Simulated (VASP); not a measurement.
# Bi (P6_3/mmc) in VASP: notebook

Bi is run at these levels: PBEsol; tasks: single point.

Everything below comes from runs of VASP 6.6.1. Logs are shortened: lines on timing, memory, paths and dates and some standing lists are left out, and cuts for length are marked.

### 1 The cell of the first run

The structure is hexagonal, space group P6_3/mmc (No. 194). Conventional cell: a = 4.626 Å, b = 4.626 Å, c = 5.302 Å, α = 90.00°, β = 90.00°, γ = 120.00°. Within 4.9 Å of Bi (site symmetry -6m2) lie 12 Bi at 3.76 to 4.63 Å.

This isn't the form of Bi at room conditions, which is rhombohedral.

### 2 Single point, PBEsol

File INCAR:

```
SYSTEM = Bi
PREC = Accurate
ENCUT = 520
EDIFF = 1E-7
ISMEAR = 0
SIGMA = 0.05
LREAL = .FALSE.
LASPH = .TRUE.
NELM = 80
ALGO = Fast
ISIF = 2
LWAVE = .FALSE.
LCHARG = .TRUE.
GGA = PS
LELF = .TRUE.
LVHAR = .TRUE.
NBANDS = 22
```

File KPOINTS:

```
Automatic mesh
0
G
  9 9 8
  0 0 0
```

File POSCAR:

```
Bi
1.0
    4.6257182760      0.0000000000      0.0000000000
   -2.3128591380      4.0059895378      0.0000000000
    0.0000000000      0.0000000000      5.3018133424
Bi
2
Direct
    0.3333333333      0.6666666667      0.2500000000
    0.6666666667      0.3333333333      0.7500000000
```

Potentials or basis: VASP PAW PBE potentials, release 64 (Bi_d).

The run is started by

```
$ cat potpaw_PBE.64/Bi_d/POTCAR > POTCAR
$ mpirun -np 1 vasp_std > vasp.out
```

OUTCAR:

```text
SYSTEM = Bi
   PREC = Accurate
   ENCUT = 520
   EDIFF = 1E-7
   ISMEAR = 0
   LREAL = .FALSE.
   LASPH = .TRUE.
   NELM = 80
   ISIF = 2
   GGA = PS

 ion  position               nearest neighbor table
   1  0.333  0.667  0.250-   2 3.76   2 3.76   2 3.76   2 3.76   2 3.76   2 3.76
   2  0.667  0.333  0.750-   1 3.76   1 3.76   1 3.76   1 3.76   1 3.76   1 3.76

  LATTYP: Found a hexagonal cell.
 ALAT       =     4.6257182760
 C/A-ratio  =     1.1461600180

  Lattice vectors:

 A1 = (   4.6257182760,   0.0000000000,   0.0000000000)
 A2 = (  -2.3128591380,   4.0059895378,   0.0000000000)
 A3 = (   0.0000000000,   0.0000000000,   5.3018133424)

Analysis of symmetry for initial positions (statically):
=====================================================================
 Subroutine PRICEL returns:
 Original cell was already a primitive cell.

 Routine SETGRP: Setting up the symmetry group for a
 hexagonal supercell.

 Subroutine GETGRP returns: Found 24 space group operations
 (whereof 12 operations were pure point group operations)
 out of a pool of 24 trial point group operations.

The static configuration has the point symmetry D_3d.
 The point group associated with its full space group is D_6h.

Analysis of symmetry for dynamics (positions and initial velocities):
=====================================================================
 Subroutine PRICEL returns:
 Original cell was already a primitive cell.

 Routine SETGRP: Setting up the symmetry group for a
 hexagonal supercell.

 Subroutine GETGRP returns: Found 24 space group operations
 (whereof 12 operations were pure point group operations)
 out of a pool of 24 trial point group operations.

The dynamic configuration has the point symmetry D_3d.
 The point group associated with its full space group is D_6h.

 Subroutine INISYM returns: Found 24 space group operations
 (whereof 12 operations are pure point group operations),
 and found     1 'primitive' translations

----------------------------------------------------------------------------------------

                                     Primitive cell

  volume of cell :      98.2457

  direct lattice vectors                    reciprocal lattice vectors
     4.625718276  0.000000000  0.000000000     0.216182642  0.124813107  0.000000000
    -2.312859138  4.005989538  0.000000000     0.000000000  0.249626214  0.000000000
     0.000000000  0.000000000  5.301813342     0.000000000  0.000000000  0.188614713

  length of vectors
     4.625718276  4.625718276  5.301813342     0.249626214  0.249626214  0.188614713

  position of ions in fractional coordinates (direct lattice)
     0.333333333  0.666666667  0.250000000
     0.666666667  0.333333333  0.750000000

  ion indices of the primitive-cell ions
   primitive index   ion index
                 1           1
                 2           2

----------------------------------------------------------------------------------------

 KPOINTS: Automatic mesh

Automatic generation of k-mesh.
 Grid dimensions read from file:
 generate k-points for:    9    9    8

 Generating k-lattice:

  Cartesian coordinates                     Fractional coordinates (reciprocal lattice)
     0.024020294  0.013868123  0.000000000     0.111111111  0.000000000  0.000000000
     0.000000000  0.027736246  0.000000000     0.000000000  0.111111111  0.000000000
     0.000000000  0.000000000  0.023576839     0.000000000  0.000000000  0.125000000

  Length of vectors
     0.027736246  0.027736246  0.023576839

  Shift w.r.t. Gamma in fractional coordinates (k-lattice)
     0.000000000  0.000000000  0.000000000

 Subroutine IBZKPT returns following result:
 ===========================================

 Found     60 irreducible k-points:

 Following reciprocal coordinates:
            Coordinates               Weight
  0.000000  0.000000  0.000000      1.000000
  0.111111 -0.000000  0.000000      6.000000
  0.222222 -0.000000  0.000000      6.000000
  0.333333 -0.000000  0.000000      6.000000
  0.444444 -0.000000  0.000000      6.000000
  0.111111  0.111111  0.000000      6.000000
[... 16 lines left out ...]
  0.333333  0.222222  0.125000     24.000000
  0.333333  0.333333  0.125000      4.000000
 [... further k-points ...]
   k-points           NKPTS =     60   k-points in BZ     NKDIM =     60   number of bands    NBANDS=     22
   number of dos      NEDOS =    301   number of ions     NIONS =      2
   total plane-waves  NPLWV =  51840
   dimension x,y,z NGX =    36 NGY =   36 NGZ =   40
   dimension x,y,z NGXF=    72 NGYF=   72 NGZF=   80
   ions per type =               2
   NGX,Y,Z   is equivalent  to a cutoff of  12.94, 12.94, 12.54 a.u.
   NGXF,Y,Z  is equivalent  to a cutoff of  25.88, 25.88, 25.09 a.u.
 SYSTEM =  Bi
   PREC   = accura    normal or accurate (medium, high low for compatibility)
   ISTART =      0    job   : 0-new  1-cont  2-samecut
   ICHARG =      2    charge: 1-file 2-atom 10-const
   ISPIN  =      1    spin polarized calculation?
   LNONCOLLINEAR =      F non collinear calculations
   LSORBIT =      F    spin-orbit coupling
   LASPH  =      T    aspherical Exc in radial PAW
   ENCUT  =  520.0 eV  38.22 Ry    6.18 a.u.   8.60  8.60  9.86*2*pi/ulx,y,z
   NELM   =     80;   NELMIN=  2; NELMDL= -5     # of ELM steps
   EDIFF  = 0.1E-06   stopping-criterion for ELM
   LREAL  =      F    real-space projection
   EDIFFG = 0.1E-05   stopping-criterion for IOM
   NSW    =      0    number of steps for IOM
   IBRION =     -1    ionic relax: 0-MD 1-quasi-New 2-CG
   NFREE  =      0    steps in history (QN), initial steepest desc. (CG)
   ISIF   =      2    stress and relaxation
   ISYM   =      2    0-nonsym 1-usesym 2-fastsym
   POTIM  = 0.5000    time-step for ionic-motion
   TEBEG  =    0.0;   TEEND  =   0.0 temperature during run
   PSTRESS=    0.0 pullay stress
   NELECT =      30.0000    total number of electrons
   NUPDOWN=      -1.0000    fix difference up-down
   EMIN   =  10.00;   EMAX   =-10.00  energy-range for DOS
   EFERMI =   0.00;   METHOD = LEGACY
   ISMEAR =     0;   SIGMA  =   0.05  broadening in eV -4-tet -1-fermi 0-gaus
   EFERMI_NEDOS =   21; number of points for ismear=-14 and -15
   IALGO  =     68    algorithm
   IMIX   =      4    mixing-type and parameters
     AMIX     =   0.40;   BMIX     =  1.00
     AMIX_MAG =   1.60;   BMIX_MAG =  1.00
  volume/ion in A,a.u.               =      49.12       331.50
  Fermi-wavevector in a.u.,A,eV,Ry     =   1.102412  2.083257 16.535340  1.215313
  Thomas-Fermi vector in A             =   2.238855
   LORBIT       =      0    0 simple, 1 ext, 2 COOP (PROOUT), +10 PAW based schemes
   GGA     = PS    functional components
   LHFCALC =     F    Hartree Fock is set to
   AEXX    =    0.0000 exact exchange contribution
   IVDW    =     0    specifies the selected vdW correction
   LEPSILON=     F    determine dielectric tensor
   LRPA    =     F    only Hartree local field effects (RPA)
 non-spin polarized calculation
 RMM-DIIS sequential band-by-band and
 Gauss-broadening in eV      SIGMA  =   0.05
  energy-cutoff  :      520.00
  volume of cell :       98.25
 maximum number of plane-waves:      2676
 NGX is ok and might be reduce to    36
   NGX = 17   NGY = 17   NGZ = 19

 number of electron      30.0000006 magnetization

 Free energy of the ion-electron system (eV)
  ---------------------------------------------------
  ext. energy  EPLUGINS =         0.00000000
  ---------------------------------------------------
  free energy    TOTEN  =        -6.97032179 eV

  energy without entropy =       -6.96644448  energy(sigma->0) =       -6.96838314

 E-fermi :   2.9573     XC(G=0):  -8.3599

 val. band max:        2.9476242635   @ k =   0.4444   0.1111   0.1250
 cond. band min:       2.9616816032   @ k =   0.1111  -0.0000   0.3750
 fundamental gap:      0.0140573397
 Fermi energy:         2.9573091191

 k-point     1 :       0.0000    0.0000    0.0000
  band No.  band energies     occupation
      1     -19.6779      2.00000
      2     -19.6779      2.00000
      3     -19.6645      2.00000
      4     -19.6543      2.00000
      5     -19.6543      2.00000
      6     -19.6536      2.00000
[... 14 lines left out ...]
     21      10.7197      0.00000
     22      10.7200      0.00000

 k-point     2 :       0.1111   -0.0000    0.0000
  band No.  band energies     occupation
      1     -19.6790      2.00000
      2     -19.6770      2.00000
      3     -19.6661      2.00000
      4     -19.6562      2.00000
      5     -19.6560      2.00000
      6     -19.6506      2.00000
[... 14 lines left out ...]
     21       9.8336      0.00000
     22      10.7810      0.00000

 k-point     3 :       0.2222   -0.0000    0.0000
  band No.  band energies     occupation
      1     -19.6818      2.00000
      2     -19.6744      2.00000
      3     -19.6697      2.00000
      4     -19.6570      2.00000
      5     -19.6570      2.00000
      6     -19.6462      2.00000
[... 14 lines left out ...]
     21       9.9489      0.00000
     22      10.9898      0.00000

 k-point     4 :       0.3333   -0.0000    0.0000
  band No.  band energies     occupation
      1     -19.6847      2.00000
      2     -19.6734      2.00000
      3     -19.6710      2.00000
      4     -19.6571      2.00000
      5     -19.6569      2.00000
      6     -19.6418      2.00000
[... 14 lines left out ...]
     21      10.3112      0.00000
     22      10.6395      0.00000

 k-point     5 :       0.4444   -0.0000    0.0000
  band No.  band energies     occupation
      1     -19.6865      2.00000
      2     -19.6756      2.00000
      3     -19.6683      2.00000
      4     -19.6570      2.00000
      5     -19.6566      2.00000
      6     -19.6394      2.00000
[... 417 lines left out ...]
 k-point    22 :       0.2222    0.2222    0.1250
  band No.  band energies     occupation
      1     -19.6862      2.00000
      2     -19.6688      2.00000
      3     -19.6666      2.00000
      4     -19.6629      2.00000
      5     -19.6543      2.00000
      6     -19.6419      2.00000
[... 14 lines left out ...]
     21       9.7161      0.00000
     22      11.2386      0.00000

 k-point    23 :       0.3333    0.2222    0.1250
  band No.  band energies     occupation
      1     -19.6879      2.00000
      2     -19.6691      2.00000
      3     -19.6631      2.00000
      4     -19.6610      2.00000
      5     -19.6557      2.00000
      6     -19.6415      2.00000
[... 14 lines left out ...]
     21      10.3899      0.00000
     22      11.3856      0.00000

 k-point    24 :       0.3333    0.3333    0.1250
  band No.  band energies     occupation
      1     -19.6890      2.00000
      2     -19.6648      2.00000
      3     -19.6648      2.00000
      4     -19.6626      2.00000
      5     -19.6489      2.00000
      6     -19.6489      2.00000
[... 14 lines left out ...]
     21      10.4270      0.00000
     22      10.4270      0.00000

 [... further k-points ...]

------------------------ aborting loop because EDIFF is reached ----------------------------------------

  FORCE on cell =-STRESS in cart. coord.  units (eV):
  Direction    XX          YY          ZZ          XY          YZ          ZX
  --------------------------------------------------------------------------------------
  -------------------------------------------------------------------------------------
  Total       -4.4772541     -4.4772541     -7.0136815      0.0000000      0.0000000      0.0000000
  in kB      -73.0144642    -73.0144642   -114.3781845      0.0000000      0.0000000      0.0000000
  external PRESSURE =     -86.8023709 kB  Pullay stress =       0.0000000 kB

 VOLUME and BASIS-vectors are now :
 -----------------------------------------------------------------------------
  energy-cutoff  :      520.00
  volume of cell :       98.25
      direct lattice vectors                 reciprocal lattice vectors
     4.625718276  0.000000000  0.000000000     0.216182642  0.124813107  0.000000000
    -2.312859138  4.005989538  0.000000000     0.000000000  0.249626214  0.000000000
     0.000000000  0.000000000  5.301813342     0.000000000  0.000000000  0.188614713

 POSITION                                       TOTAL-FORCE (eV/Angst)
 -----------------------------------------------------------------------------------
     -0.00000      2.67066      1.32545        -0.000000      0.000000     -0.000000
      2.31286      1.33533      3.97636         0.000000     -0.000000      0.000000
 -----------------------------------------------------------------------------------
    total drift:                               -0.000000      0.000000      0.000000

  FREE ENERGIE OF THE ION-ELECTRON SYSTEM (eV)
  ---------------------------------------------------
  free  energy   TOTEN  =        -6.9703217925 eV

  energy  without entropy=       -6.9664444791  energy(sigma->0) =       -6.96838314
```

Run time: 2.9 min. Hardware: 1 thread of Intel Xeon 8259CL, shared host; peak memory 0.28 GiB.

What came out:

* Free energy: -6.9703 eV
* Pressure: -8.7 GPa
* Band gap on the k mesh: zero (bands 15 and 16 overlap by 2.07 eV)

Levels at points of the mesh, in eV from the Fermi level:
```csv
k point,band 13,band 14,band 15,band 16,band 17,band 18
"(0.00, 0.00, 0.00)",-2.20,0.15,0.15,1.95,1.95,3.55
"(0.00, 0.00, 0.50)",-0.09,-0.09,1.04,1.04,1.04,1.04
```

Caveat: the cell stands under tension; the PAW data sets were made with another functional, which shifts forces and pressure a little; spin-orbit coupling is left out, which moves the levels of the heavy elements.

### 3 Single point, PBEsol

This run uses another cell than the first one, of 46.34 Å³/atom.

File INCAR:

```
ALGO = Normal
EDIFF = 1E-7
ENCUT = 520
GGA = PS
ISIF = 2
ISMEAR = 0
LASPH = T
LCHARG = F
LREAL = F
LWAVE = F
NBANDS = 22
NELM = 80
PREC = Accurate
SIGMA = 0.05
```

File KPOINTS:

```
k-points
0
Gamma
  9 9 8
```

File POSCAR:

```
Bi
1.0
    4.5367400000      0.0000000000      0.0000000000
   -2.2683700000      3.9289320904      0.0000000000
    0.0000000000      0.0000000000      5.1998300000
Bi
2
Direct
    0.3333333333      0.6666666667      0.2500000000
    0.6666666667      0.3333333333      0.7500000000
```

Potentials or basis: VASP PAW PBE potentials, release 64 (Bi_d).

The run is started by

```
$ cat potpaw_PBE.64/Bi_d/POTCAR > POTCAR
$ mpirun -np 1 vasp_std > vasp.out
```

Run time: 2.1 min. Hardware: 1 thread of Intel Xeon 8259CL, shared host; peak memory 0.27 GiB.

Results (log left out):

```yaml
Free_energy: -7.2695 eV
Pressure: -8.6 GPa
Band_gap_on_the_k_mesh: zero (bands 15 and 16 overlap by 2.28 eV)
```

Stress tensor (GPa, compression positive):
```
 -7.30   0.00   0.00
  0.00  -7.30   0.00
  0.00   0.00 -11.34
```

Levels at points of the mesh, in eV from the Fermi level:
| k point | band 12 | band 13 | band 14 | band 15 | band 16 | band 17 | band 18 | band 19 |
| --- | --- | --- | --- | --- | --- | --- | --- | --- |
| (0.00, 0.00, 0.00) | -9.00 | -2.36 | 0.17 | 0.17 | 2.09 | 2.09 | 3.85 | 4.15 |
| (0.00, 0.00, 0.50) | -10.48 | -0.01 | -0.01 | 1.13 | 1.13 | 1.13 | 1.13 | 6.57 |

Caveat: the cell stands under tension; the PAW data sets were made with another functional, which shifts forces and pressure a little; spin-orbit coupling is left out, which moves the levels of the heavy elements.
